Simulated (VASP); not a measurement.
Wanted: the native input for a VASP 6.6.1 run.

- Task: single point
- Functional: PBE
- Potentials or basis: VASP PAW PBE potentials, release 64 (Sr_sv, Te)
- Cutoff: 500 eV
- k mesh: 6 × 6 × 6
- Occupations: gaussian, width 0.01 eV
- Spin: no spin polarisation
- Dipole correction: no
- Further INCAR settings: ALGO = Normal; EDIFF = 1e-06; NBANDS = 15

The structure of SrTe lies in POSCAR:

```
SrTe
1.0
    0.0000000000      3.2894381106      3.2894381106
    3.2894381106      0.0000000000      3.2894381106
    3.2894381106      3.2894381106      0.0000000000
Sr Te
1 1
Direct
    0.0000000000      0.0000000000      0.0000000000
    0.5000000000      0.5000000000      0.5000000000
```

This cell differs from its parent crystal: volume changed by -6%.

These files were run (other wordings do the same):

INCAR

```
PREC = Accurate
ENCUT = 500
EDIFF = 1E-6
ISMEAR = 0
SIGMA = 0.01
LREAL = False
LASPH = True
NELM = 120
ALGO = Normal
ISIF = 2
LWAVE = False
LCHARG = False
GGA = PE
NBANDS = 15
GGA_COMPAT = False
```

KPOINTS

```
regular mesh
0
Gamma
  6 6 6
```

Potentials or basis: VASP PAW PBE potentials, release 64 (Sr_sv, Te).

Command:

```console
$ cat potpaw_PBE.64/Sr_sv/POTCAR potpaw_PBE.64/Te/POTCAR > POTCAR
$ mpirun -np 1 vasp_std > vasp.out
```

It gave:

The pressure is 2.4 GPa. The band gap on the k mesh is 1.59 eV, indirect (least direct gap 2.36 eV).

Caveat: spin-orbit coupling is left out, which moves the levels of the heavy elements.

It took 14 s on 1 thread of AMD EPYC 9R45 96-Core Processor (Zen 5) (shared host), peak memory 0.18 GiB.
